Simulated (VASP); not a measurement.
Wanted: the native input for a VASP 6.6.1 run.

```yaml
Task: relaxation of cell and atoms
Functional: PBE
Potentials_or_basis: VASP PAW PBE potentials, release 64 (Zr_sv, F)
Cutoff: 600 eV
k_mesh: 8 × 8 × 2
Occupations: gaussian, width 0.1 eV
Spin: no spin polarisation
Dipole_correction: no
Further_INCAR_settings: ALGO = Normal; EDIFF = 1e-06; IBRION = 2; EDIFFG = -0.04; NSW = 90; ISIF = 3
```

The structure of ZrF3 lies in POSCAR:

```
ZrF3
1.0
    1.4987235400     -2.0638634800      0.0000000000
    1.4987235400      2.0638634800      0.0000000000
    0.0000000000      0.0000000000      8.2388168900
Zr F
1 3
Direct
    0.0000000000      0.0000000000      0.0000000000
    0.5000000000      0.5000000000      0.7470129700
    0.0000000000      0.0000000000      0.5000000000
    0.5000000000      0.5000000000      0.2529870300
```

These files were run (other wordings do the same):

INCAR

```
SYSTEM = ZrF3
  ALGO = Normal
  EDIFF = 1E-6
  EDIFFG = -0.04
  ENCUT = 600
  GGA = PE
  IBRION = 2
  ISIF = 3
  ISMEAR = 0
  LASPH = .True.
  LCHARG = .False.
  LREAL = .False.
  LWAVE = .False.
  NELM = 100
  NSW = 90
  PREC = Accurate
  SIGMA = 0.1
```

KPOINTS

```
k-points
0
Gamma
  8 8 2
  0 0 0
```

Potentials or basis: VASP PAW PBE potentials, release 64 (Zr_sv, F).

Launch:

```console
$ cat potpaw_PBE.64/Zr_sv/POTCAR potpaw_PBE.64/F/POTCAR > POTCAR
$ mpirun -np 1 vasp_std > vasp.out
```

Results of the run:

```
Relaxed volume                         : 10.18 Å³/atom
Relaxed cell                           : a = 3.015 Å, b = 3.015 Å, c = 4.497 Å, α = 90.00°, β = 90.00°, γ = 94.87°
Space group after relaxing (to 0.05 Å) : Cmmm (No. 65)
Energy gained by relaxing              : 2107.6 meV/atom
Ionic steps                            : 21
Pressure after relaxing                : 0.3 GPa
```

Caveat: the k points lie up to 0.70 Å⁻¹ apart in the final cell; the volume moved by over 15 % at a fixed basis, so the end points are rough; an odd number of electrons without spin polarisation forces a metal; a magnetic or distorted state may lie lower.

Run time: 9.9 min on 1 thread of Intel(R) Xeon(R) Platinum 8488C (Sapphire Rapids) (shared host), peak memory 0.21 GiB.
